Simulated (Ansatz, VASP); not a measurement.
# Two plane-wave programs on GaN

```xyz
4
Lattice="3.1800 0.0000 0.0000 -1.5900 2.7540 0.0000 0.0000 0.0000 5.1660" Properties=species:S:1:pos:R:3 pbc="T T T"
Ga    0.0502    1.8649    0.0815
Ga    1.6402    0.9470    2.6645
N     0.0000    1.8360    1.9373
N     1.5900    0.9180    4.5203
```

Change from the starting cell: all Ga atoms moved -0.100 Å, as atom 1 towards its neighbour atom 2 (Ga) at 3.169 Å.

Alike in both runs: task single point; functional PBE; k mesh 12 × 12 × 6; occupations gaussian, width 0.05 eV; no spin polarisation.

|  | VASP | Ansatz |
| --- | --- | --- |
| version | VASP 6.6.1 | Ansatz 0.2.0 |
| potentials or method | VASP PAW PBE potentials, release 64 (Ga_d, N), cutoff 520 eV | scalar-relativistic, plane waves, PAW |
| valence electrons in the cell | 36 | 36 |

Ansatz gave:

```
gap on the k mesh at the Fermi level (eV)                     : 1.85
least direct gap on the mesh (eV)                             : 1.85
pressure (GPa)                                                : 8.5
traceless stress, the component that is largest in VASP (GPa) : 9.34
rms of the force components (eV/Å)                            : 0.867
```

Task: What did VASP give for the same quantities?

Result: gap on the k mesh at the Fermi level (eV): 1.85; least direct gap on the mesh (eV): 1.85; pressure (GPa): 8.6; traceless stress, the component that is largest in VASP (GPa): 9.15; rms of the force components (eV/Å): 0.853.

Atom by atom the forces differ by 0.015 eV/Å (rms over components). The functional is the same, so the differences come from potentials, cutoffs and numerics.
